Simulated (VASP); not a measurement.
# Pb (P6_3/mmc) in VASP: a series of runs

Runs on Pb. Level: PBEsol. Tasks: single point.

All numbers are computed with VASP 6.6.1; they aren't measurements. Logs are shortened: lines on timing, memory, paths and dates and some standing lists are left out, and cuts for length are marked.

### 1 The cell of the first run

The structure is hexagonal, space group P6_3/mmc (No. 194). Conventional cell: a = 2.618 Å, b = 2.618 Å, c = 4.316 Å, α = 90.00°, β = 90.00°, γ = 120.00°. Pb (site symmetry -6m2) has 12 Pb at 2.62 to 2.63 Å within 3.5 Å.

This isn't the form of Pb at room conditions, which is fcc.

### 2 Single point, PBEsol (12.81 Å³/atom)

INCAR

```
SYSTEM = Pb
ALGO = Normal ; EDIFF = 1E-7
ENCUT = 520 ; GGA = PS
ISIF = 2 ; ISMEAR = -1
LASPH = .True. ; LCHARG = .False.
LREAL = .False. ; LWAVE = .False.
NBANDS = 21 ; NELM = 100
PREC = Accurate ; SIGMA = 0.05
```

KPOINTS

```
k-points
0
Gamma
  14 14 8
  0 0 0
```

POSCAR

```
Pb
1.0
    2.6182545474      0.0000000000      0.0000000000
   -1.3091272737      2.2674749516      0.0000000000
    0.0000000000      0.0000000000      4.3160761760
Pb
2
Direct
    0.3333333333      0.6666666667      0.2500000000
    0.6666666667      0.3333333333      0.7500000000
```

Potentials or basis: VASP PAW PBE potentials, release 64 (Pb_d).

On the command line:

```console
$ cat potpaw_PBE.64/Pb_d/POTCAR > POTCAR
$ mpirun -np 1 vasp_std > vasp.out
```

OUTCAR:

```text
SYSTEM = Pb
   EDIFF = 1E-7
   ENCUT = 520
   GGA = PS
   ISIF = 2
   ISMEAR = -1
   LASPH = .True.
   LREAL = .False.
   NELM = 100
   PREC = Accurate

 ion  position               nearest neighbor table
   1  0.333  0.667  0.250-   2 2.63   2 2.63   2 2.63   2 2.63   2 2.63   2 2.63   2 3.71   2 3.71
                             2 3.71   2 3.71   2 3.71   2 3.71
   2  0.667  0.333  0.750-   1 2.63   1 2.63   1 2.63   1 2.63   1 2.63   1 2.63   1 3.71   1 3.71
                             1 3.71   1 3.71   1 3.71   1 3.71

  LATTYP: Found a hexagonal cell.
 ALAT       =     2.6182545474
 C/A-ratio  =     1.6484555256

  Lattice vectors:

 A1 = (   2.6182545474,   0.0000000000,   0.0000000000)
 A2 = (  -1.3091272737,   2.2674749516,   0.0000000000)
 A3 = (   0.0000000000,   0.0000000000,   4.3160761760)

Analysis of symmetry for initial positions (statically):
=====================================================================
 Subroutine PRICEL returns:
 Original cell was already a primitive cell.

 Routine SETGRP: Setting up the symmetry group for a
 hexagonal supercell.

 Subroutine GETGRP returns: Found 24 space group operations
 (whereof 12 operations were pure point group operations)
 out of a pool of 24 trial point group operations.

The static configuration has the point symmetry D_3d.
 The point group associated with its full space group is D_6h.

Analysis of symmetry for dynamics (positions and initial velocities):
=====================================================================
 Subroutine PRICEL returns:
 Original cell was already a primitive cell.

 Routine SETGRP: Setting up the symmetry group for a
 hexagonal supercell.

 Subroutine GETGRP returns: Found 24 space group operations
 (whereof 12 operations were pure point group operations)
 out of a pool of 24 trial point group operations.

The dynamic configuration has the point symmetry D_3d.
 The point group associated with its full space group is D_6h.

 Subroutine INISYM returns: Found 24 space group operations
 (whereof 12 operations are pure point group operations),
 and found     1 'primitive' translations

----------------------------------------------------------------------------------------

                                     Primitive cell

  volume of cell :      25.6238

  direct lattice vectors                    reciprocal lattice vectors
     2.618254547  0.000000000  0.000000000     0.381933835  0.220509602  0.000000000
    -1.309127274  2.267474952  0.000000000     0.000000000  0.441019205  0.000000000
     0.000000000  0.000000000  4.316076176     0.000000000  0.000000000  0.231691926

  length of vectors
     2.618254547  2.618254547  4.316076176     0.441019205  0.441019205  0.231691926

  position of ions in fractional coordinates (direct lattice)
     0.333333333  0.666666667  0.250000000
     0.666666667  0.333333333  0.750000000

  ion indices of the primitive-cell ions
   primitive index   ion index
                 1           1
                 2           2

----------------------------------------------------------------------------------------

 KPOINTS: k-points

Automatic generation of k-mesh.
 Grid dimensions read from file:
 generate k-points for:   14   14    8

 Generating k-lattice:

  Cartesian coordinates                     Fractional coordinates (reciprocal lattice)
     0.027280988  0.015750686  0.000000000     0.071428571  0.000000000  0.000000000
     0.000000000  0.031501372  0.000000000     0.000000000  0.071428571  0.000000000
     0.000000000  0.000000000  0.028961491     0.000000000  0.000000000  0.125000000

  Length of vectors
     0.031501372  0.031501372  0.028961491

  Shift w.r.t. Gamma in fractional coordinates (k-lattice)
     0.000000000  0.000000000  0.000000000

 Subroutine IBZKPT returns following result:
 ===========================================

 Found    120 irreducible k-points:

 Following reciprocal coordinates:
            Coordinates               Weight
  0.000000  0.000000  0.000000      1.000000
  0.071429  0.000000  0.000000      6.000000
  0.142857  0.000000  0.000000      6.000000
  0.214286 -0.000000  0.000000      6.000000
  0.285714  0.000000  0.000000      6.000000
  0.357143  0.000000  0.000000      6.000000
[... 16 lines left out ...]
  0.285714  0.285714  0.000000      6.000000
  0.357143  0.285714  0.000000      6.000000
 [... further k-points ...]
   k-points           NKPTS =    120   k-points in BZ     NKDIM =    120   number of bands    NBANDS=     21
   number of dos      NEDOS =    301   number of ions     NIONS =      2
   total plane-waves  NPLWV =  12800
   dimension x,y,z NGX =    20 NGY =   20 NGZ =   32
   dimension x,y,z NGXF=    40 NGYF=   40 NGZF=   64
   ions per type =               2
   NGX,Y,Z   is equivalent  to a cutoff of  12.70, 12.70, 12.33 a.u.
   NGXF,Y,Z  is equivalent  to a cutoff of  25.40, 25.40, 24.65 a.u.
 SYSTEM =  Pb
   PREC   = accura    normal or accurate (medium, high low for compatibility)
   ISTART =      0    job   : 0-new  1-cont  2-samecut
   ICHARG =      2    charge: 1-file 2-atom 10-const
   ISPIN  =      1    spin polarized calculation?
   LNONCOLLINEAR =      F non collinear calculations
   LSORBIT =      F    spin-orbit coupling
   LASPH  =      T    aspherical Exc in radial PAW
   ENCUT  =  520.0 eV  38.22 Ry    6.18 a.u.   4.87  4.87  8.03*2*pi/ulx,y,z
   NELM   =    100;   NELMIN=  2; NELMDL= -5     # of ELM steps
   EDIFF  = 0.1E-06   stopping-criterion for ELM
   LREAL  =      F    real-space projection
   EDIFFG = 0.1E-05   stopping-criterion for IOM
   NSW    =      0    number of steps for IOM
   IBRION =     -1    ionic relax: 0-MD 1-quasi-New 2-CG
   NFREE  =      0    steps in history (QN), initial steepest desc. (CG)
   ISIF   =      2    stress and relaxation
   ISYM   =      2    0-nonsym 1-usesym 2-fastsym
   POTIM  = 0.5000    time-step for ionic-motion
   TEBEG  =    0.0;   TEEND  =   0.0 temperature during run
   PSTRESS=    0.0 pullay stress
   NELECT =      28.0000    total number of electrons
   NUPDOWN=      -1.0000    fix difference up-down
   EMIN   =  10.00;   EMAX   =-10.00  energy-range for DOS
   EFERMI =   0.00;   METHOD = LEGACY
   ISMEAR =    -1;   SIGMA  =   0.05  broadening in eV -4-tet -1-fermi 0-gaus
   EFERMI_NEDOS =   21; number of points for ismear=-14 and -15
   IALGO  =     38    algorithm
   IMIX   =      4    mixing-type and parameters
     AMIX     =   0.40;   BMIX     =  1.00
     AMIX_MAG =   1.60;   BMIX_MAG =  1.00
  volume/ion in A,a.u.               =      12.81        86.46
  Fermi-wavevector in a.u.,A,eV,Ry     =   1.686215  3.186485 38.685744  2.843322
  Thomas-Fermi vector in A             =   2.768920
   LORBIT       =      0    0 simple, 1 ext, 2 COOP (PROOUT), +10 PAW based schemes
   GGA     = PS    functional components
   LHFCALC =     F    Hartree Fock is set to
   AEXX    =    0.0000 exact exchange contribution
   IVDW    =     0    specifies the selected vdW correction
   LEPSILON=     F    determine dielectric tensor
   LRPA    =     F    only Hartree local field effects (RPA)
 non-spin polarized calculation
  energy-cutoff  :      520.00
  volume of cell :       25.62
 maximum number of plane-waves:       702
 NGX is ok and might be reduce to    20
   NGX =  9   NGY =  9   NGZ = 17

 number of electron      28.0000004 magnetization

 Free energy of the ion-electron system (eV)
  ---------------------------------------------------
  ext. energy  EPLUGINS =         0.00000000
  ---------------------------------------------------
  free energy    TOTEN  =         7.15834305 eV

  energy without entropy =        7.16260718  energy(sigma->0) =        7.16047511

 E-fermi :  23.1852     XC(G=0): -15.2243

 val. band max:       23.1814152831   @ k =   0.5000   0.0000   0.1250
 cond. band min:      23.2231579772   @ k =   0.2857   0.0714   0.3750
 fundamental gap:      0.0417426941
 Fermi energy:        23.1852111105

 k-point     1 :       0.0000    0.0000    0.0000
  band No.  band energies     occupation
      1       0.6607      2.00000
      2       0.7349      2.00000
      3       2.2487      2.00000
      4       2.4288      2.00000
      5       2.4288      2.00000
      6       2.6972      2.00000
[... 13 lines left out ...]
     20      37.7496      0.00000
     21      38.0992      0.00000

 k-point     2 :       0.0714    0.0000    0.0000
  band No.  band energies     occupation
      1       0.7664      2.00000
      2       0.9235      2.00000
      3       2.1765      2.00000
      4       2.5109      2.00000
      5       2.5325      2.00000
      6       2.6719      2.00000
[... 13 lines left out ...]
     20      37.9194      0.00000
     21      38.9297      0.00000

 k-point     3 :       0.1429    0.0000    0.0000
  band No.  band energies     occupation
      1       1.0090      2.00000
      2       1.3810      2.00000
      3       2.0930      2.00000
      4       2.5811      2.00000
      5       2.8256      2.00000
      6       2.8303      2.00000
[... 13 lines left out ...]
     20      38.1358      0.00000
     21      38.3776      0.00000

 k-point     4 :       0.2143   -0.0000    0.0000
  band No.  band energies     occupation
      1       1.1163      2.00000
      2       1.6160      2.00000
      3       2.2909      2.00000
      4       2.4645      2.00000
      5       2.7444      2.00000
      6       2.8680      2.00000
[... 13 lines left out ...]
     20      36.5772      0.00000
     21      37.3245      0.00000

 k-point     5 :       0.2857    0.0000    0.0000
  band No.  band energies     occupation
      1       0.9556      2.00000
      2       1.5267      2.00000
      3       1.9663      2.00000
      4       2.6248      2.00000
      5       2.6826      2.00000
      6       3.1789      2.00000
[... 13 lines left out ...]
     20      36.5993      0.00000
     21      38.0623      0.00000
[... 382 lines left out ...]
     20      38.8898      0.00000
     21      39.0432      0.00000

 k-point    22 :       0.3571    0.2143    0.0000
  band No.  band energies     occupation
      1       1.1819      2.00000
      2       1.3783      2.00000
      3       1.8483      2.00000
      4       2.3806      2.00000
      5       2.8209      2.00000
      6       3.1269      2.00000
[... 13 lines left out ...]
     20      38.9420      0.00000
     21      40.2350      0.00000

 k-point    23 :       0.2857    0.2857    0.0000
  band No.  band energies     occupation
      1       1.1891      2.00000
      2       1.7917      2.00000
      3       1.8468      2.00000
      4       2.3907      2.00000
      5       2.7882      2.00000
      6       2.8650      2.00000
[... 13 lines left out ...]
     20      39.2656      0.00000
     21      40.3749      0.00000

 k-point    24 :       0.3571    0.2857    0.0000
  band No.  band energies     occupation
      1       1.1439      2.00000
      2       1.8308      2.00000
      3       2.0135      2.00000
      4       2.4713      2.00000
      5       2.6580      2.00000
      6       2.7260      2.00000
[... 13 lines left out ...]
     20      39.2170      0.00000
     21      41.4858      0.00000

 [... further k-points ...]

------------------------ aborting loop because EDIFF is reached ----------------------------------------

  FORCE on cell =-STRESS in cart. coord.  units (eV):
  Direction    XX          YY          ZZ          XY          YZ          ZX
  --------------------------------------------------------------------------------------
  -------------------------------------------------------------------------------------
  Total       52.2982184     52.2982184     52.3288205      0.0000000      0.0000000      0.0000000
  in kB     3270.0471236   3270.0471235   3271.9605782      0.0000000      0.0000000      0.0000000
  external PRESSURE =    3270.6849418 kB  Pullay stress =       0.0000000 kB

 VOLUME and BASIS-vectors are now :
 -----------------------------------------------------------------------------
  energy-cutoff  :      520.00
  volume of cell :       25.62
      direct lattice vectors                 reciprocal lattice vectors
     2.618254547  0.000000000  0.000000000     0.381933835  0.220509602  0.000000000
    -1.309127274  2.267474952  0.000000000     0.000000000  0.441019205  0.000000000
     0.000000000  0.000000000  4.316076176     0.000000000  0.000000000  0.231691926

 POSITION                                       TOTAL-FORCE (eV/Angst)
 -----------------------------------------------------------------------------------
     -0.00000      1.51165      1.07902        -0.000000     -0.000000      0.000000
      1.30913      0.75582      3.23706         0.000000      0.000000      0.000000
 -----------------------------------------------------------------------------------
    total drift:                                0.000000     -0.000000      0.000000

  FREE ENERGIE OF THE ION-ELECTRON SYSTEM (eV)
  ---------------------------------------------------
  free  energy   TOTEN  =         7.1583430490 eV

  energy  without entropy=        7.1626071801  energy(sigma->0) =        7.16047511
```

Run time: 25 s. Hardware: 1 thread of AMD EPYC 9R45 (Zen 5), shared host; peak memory 0.14 GiB.

What came out:

```yaml
Free_energy: 7.1583 eV
Pressure: 327.1 GPa
Band_gap_on_the_k_mesh: zero (bands 14 and 15 overlap by 11.28 eV)
```

Stress tensor (GPa, compression positive):
```
327.00   0.00   0.00
  0.00 327.00   0.00
  0.00   0.00 327.20
```

Caveat: the cell stands under pressure; the PAW data sets were made with another functional, which shifts forces and pressure a little; spin-orbit coupling is left out, which moves the levels of the heavy elements.

### 3 Single point, PBEsol (12.81 Å³/atom)

INCAR

```
PREC = Accurate ; ENCUT = 520
EDIFF = 1E-6 ; ISMEAR = -1
SIGMA = 0.05 ; LREAL = F
LASPH = T ; NELM = 100
ALGO = Normal ; ISIF = 2
LWAVE = F ; LCHARG = F
GGA = PS ; NBANDS = 21
```

KPOINTS

```
Automatic mesh
0
Gamma
  14 14 8
```

POSCAR is that of step 2.

Potentials or basis: VASP PAW PBE potentials, release 64 (Pb_d).

On the command line:

```console
$ cat potpaw_PBE.64/Pb_d/POTCAR > POTCAR
$ mpirun -np 1 vasp_std > vasp.out
```

OUTCAR:

```text
PREC = Accurate
   ENCUT = 520
   EDIFF = 1E-6
   ISMEAR = -1
   LREAL = F
   LASPH = T
   NELM = 100
   ISIF = 2
   GGA = PS

 ion  position               nearest neighbor table
   1  0.333  0.667  0.250-   2 2.63   2 2.63   2 2.63   2 2.63   2 2.63   2 2.63   2 3.71   2 3.71
                             2 3.71   2 3.71   2 3.71   2 3.71
   2  0.667  0.333  0.750-   1 2.63   1 2.63   1 2.63   1 2.63   1 2.63   1 2.63   1 3.71   1 3.71
                             1 3.71   1 3.71   1 3.71   1 3.71

  LATTYP: Found a hexagonal cell.
 ALAT       =     2.6182545474
[... 770 lines left out ...]

  FORCE on cell =-STRESS in cart. coord.  units (eV):
  Direction    XX          YY          ZZ          XY          YZ          ZX
  --------------------------------------------------------------------------------------
  -------------------------------------------------------------------------------------
  Total       52.2879602     52.2879602     52.3177250      0.0000000      0.0000000      0.0000000
  in kB     3269.4057108   3269.4057107   3271.2668106      0.0000000      0.0000000      0.0000000
  external PRESSURE =    3270.0260774 kB  Pullay stress =       0.0000000 kB

 VOLUME and BASIS-vectors are now :
 -----------------------------------------------------------------------------
  energy-cutoff  :      520.00
  volume of cell :       25.62
      direct lattice vectors                 reciprocal lattice vectors
     2.618254547  0.000000000  0.000000000     0.381933835  0.220509602  0.000000000
    -1.309127274  2.267474952  0.000000000     0.000000000  0.441019205  0.000000000
     0.000000000  0.000000000  4.316076176     0.000000000  0.000000000  0.231691926

 POSITION                                       TOTAL-FORCE (eV/Angst)
 -----------------------------------------------------------------------------------
     -0.00000      1.51165      1.07902        -0.000000      0.000000      0.000000
      1.30913      0.75582      3.23706         0.000000     -0.000000      0.000000
 -----------------------------------------------------------------------------------
    total drift:                                0.000000     -0.000000      0.000000

  FREE ENERGIE OF THE ION-ELECTRON SYSTEM (eV)
  ---------------------------------------------------
  free  energy   TOTEN  =         7.1583426748 eV

  energy  without entropy=        7.1626067717  energy(sigma->0) =        7.16047472
```

Run time: 22 s. Hardware: 1 thread of AMD EPYC 9R45 (Zen 5), shared host; peak memory 0.14 GiB.

What came out:

| Item | Value |
| --- | --- |
| Free energy | 7.1583 eV |
| Pressure | 327.0 GPa |
| Band gap on the k mesh | zero (bands 14 and 15 overlap by 11.28 eV) |

Caveat: the cell stands under pressure; the PAW data sets were made with another functional, which shifts forces and pressure a little; spin-orbit coupling is left out, which moves the levels of the heavy elements.

The gap in the log of VASP goes by the Fermi energy; the results here count the filled bands.